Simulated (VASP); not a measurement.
# MgO: G0W0 quasiparticle levels with LDA

The system is MgO.

```xyz
2
Lattice="0.0000 2.2820 2.2820 2.2820 0.0000 2.2820 2.2820 2.2820 0.0000" Properties=species:S:1:pos:R:3 pbc="T T T"
Mg    0.0000    0.0000    0.0000
O     1.1410    1.1410    1.1410
```

- Program: VASP 6.6.1
- Task: G0W0 quasiparticle levels
- Functional: LDA
- Potentials or basis: VASP PAW LDA potentials, release 64 (Mg_GW, O_GW)
- Cutoff: 500 eV
- k mesh: 4 × 4 × 4
- Occupations: gaussian, width 0.01 eV
- Spin: no spin polarisation
- Dipole correction: no
- GW scheme: G0W0
- GW iterations: 1
- Cutoff of the response function: 80
- Frequency points: 48
- Empty bands: 60
- Further INCAR settings: ALGO = EVGW0; EDIFF = 1e-08; NBANDS = 64

| Item | Value |
| --- | --- |
| Band gap on the k mesh, mean-field level | 3.55 eV, direct |
| Quasiparticle gap | 5.61 eV |
| Least direct quasiparticle gap | 5.61 eV |

Levels at points of the mesh, in eV from the valence-band top:
| k point | band 1 | band 2 | band 3 | band 4 | band 5 | band 6 | band 7 | band 8 |
| --- | --- | --- | --- | --- | --- | --- | --- | --- |
| (0.00, 0.00, 0.00) | -15.61 | 0.00 | 0.00 | 0.00 | 3.55 | 16.47 | 16.47 | 16.47 |
| (0.50, 0.00, 0.00) | -14.90 | -3.11 | -0.19 | -0.19 | 8.61 | 9.54 | 14.35 | 14.35 |
| (0.50, 0.50, 0.00) | -14.69 | -2.57 | -0.76 | -0.76 | 6.08 | 11.34 | 13.82 | 16.37 |

Wall time 46 s on 1 thread of Intel Xeon 8259CL, with other jobs on the host, peak memory 0.2 GiB.

Caveat: the k points lie up to 0.60 Å⁻¹ apart; bands, screening cutoff and mesh are small and nothing is extrapolated, so the quasiparticle values aren't converged.
